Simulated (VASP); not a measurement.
Ta4O: single point with PBEsol

Crystal: Ta4O.

```xyz
5
Lattice="3.3073 0.0000 0.0000 0.0000 3.3073 0.0000 0.0000 0.0000 7.4521" Properties=species:S:1:pos:R:3 pbc="T T T"
Ta    0.0000    0.0000    3.7261
Ta    1.6536    1.6536    5.8334
Ta    1.6536    1.6536    1.6187
Ta    0.0000    0.0000    0.0000
O     1.6536    1.6536    3.7261
```

This cell differs from its parent crystal: strain +0.030 along x and y, +0.015 along z.

| Quantity | Value |
| --- | --- |
| Program | VASP 6.6.1 |
| Task | single point |
| Functional | PBEsol |
| Potentials or basis | VASP PAW PBE potentials, release 64 (Ta_pv, O) |
| Cutoff | 520 eV |
| k mesh | 14 × 14 × 8 |
| Occupations | gaussian, width 0.15 eV |
| Spin | no spin polarisation |

```yaml
Pressure: -14.2 GPa
Band_gap_on_the_k_mesh: zero (band 25 reaches 6.37 eV, above the bottom of band 26 at 5.37 eV)
```

Forces in eV/Å, atoms in the order of the input:
```
Ta   0.000  0.000  0.000
Ta   0.000  0.000 -0.003
Ta   0.000  0.000  0.003
Ta   0.000  0.000  0.000
O    0.000  0.000  0.000
```

Stress tensor (GPa, compression positive):
```
-14.19   0.00   0.00
  0.00 -14.19   0.00
  0.00   0.00 -14.32
```

Levels at points of the mesh, in eV from the Fermi level:
| k point | band 21 | band 22 | band 23 | band 24 | band 25 | band 26 | band 27 | band 28 | band 29 | band 30 |
| --- | --- | --- | --- | --- | --- | --- | --- | --- | --- | --- |
| (0.00, 0.00, 0.00) | -2.44 | -1.41 | -0.42 | -0.42 | -0.37 | 0.42 | 0.98 | 0.98 | 1.31 | 1.52 |
| (0.50, 0.00, 0.00) | -1.42 | -1.03 | -0.88 | -0.64 | 0.24 | 0.86 | 0.86 | 1.24 | 1.67 | 1.95 |
| (0.50, 0.50, 0.00) | -1.92 | -1.44 | -1.44 | -0.66 | -0.66 | 1.40 | 2.30 | 2.63 | 2.63 | 2.98 |
| (0.00, 0.00, 0.50) | -3.31 | -0.51 | -0.51 | -0.44 | -0.04 | 0.68 | 0.68 | 0.69 | 0.98 | 1.84 |
| (0.50, 0.00, 0.50) | -1.66 | -1.13 | -0.96 | -0.66 | -0.43 | 0.95 | 1.26 | 1.58 | 1.82 | 2.25 |
| (0.50, 0.50, 0.50) | -2.63 | -1.58 | -1.58 | -0.06 | -0.06 | 1.39 | 1.87 | 1.87 | 2.74 | 2.98 |

Wall time 12 min on 1 thread of AMD EPYC 7R43 64-Core Processor (Zen 3), on a shared host, peak memory 0.44 GiB.

Caveat: the cell differs from its parent crystal (strain +0.030 along x and y, +0.015 along z); the PAW data sets were made with another functional, which shifts forces and pressure a little; spin-orbit coupling is left out, which moves the levels of the heavy elements.
